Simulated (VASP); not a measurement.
Here is a VASP 6.6.1 calculation.

The input INCAR:

```
SYSTEM = TiC
  PREC = Accurate
  ENCUT = 600
  EDIFF = 1E-6
  ISMEAR = 1
  SIGMA = 0.1
  LREAL = .FALSE.
  LASPH = .TRUE.
  NELM = 120
  ALGO = Normal
  ISIF = 2
  LWAVE = .FALSE.
  LCHARG = .FALSE.
  GGA = PS
  NBANDS = 15
  GGA_COMPAT = .FALSE.
```

KPOINTS

```
Automatic mesh
0
G
  8 8 8
  0 0 0
```

POSCAR

```
TiC
1.0
    0.0000000000      2.1593000000      2.1593000000
    2.1593000000      0.0000000000      2.1593000000
    2.1593000000      2.1593000000      0.0000000000
Ti C
1 1
Direct
    0.0000000000      0.0000000000      0.0000000000
    0.5000000000      0.5000000000      0.5000000000
```

Potentials or basis: VASP PAW PBE potentials, release 64 (Ti_sv, C).

Run with:

```bash
$ cat potpaw_PBE.64/Ti_sv/POTCAR potpaw_PBE.64/C/POTCAR > POTCAR
$ mpirun -np 1 vasp_std > vasp.out
```

Q: Estimate the pressure.

A: -4.4 GPa.

Q: Predict the band gap on the k mesh.

A: Zero (band 8 reaches 10.07 eV, above the bottom of band 9 at 9.00 eV).

Caveat: the PAW data sets were made with another functional, which shifts forces and pressure a little.
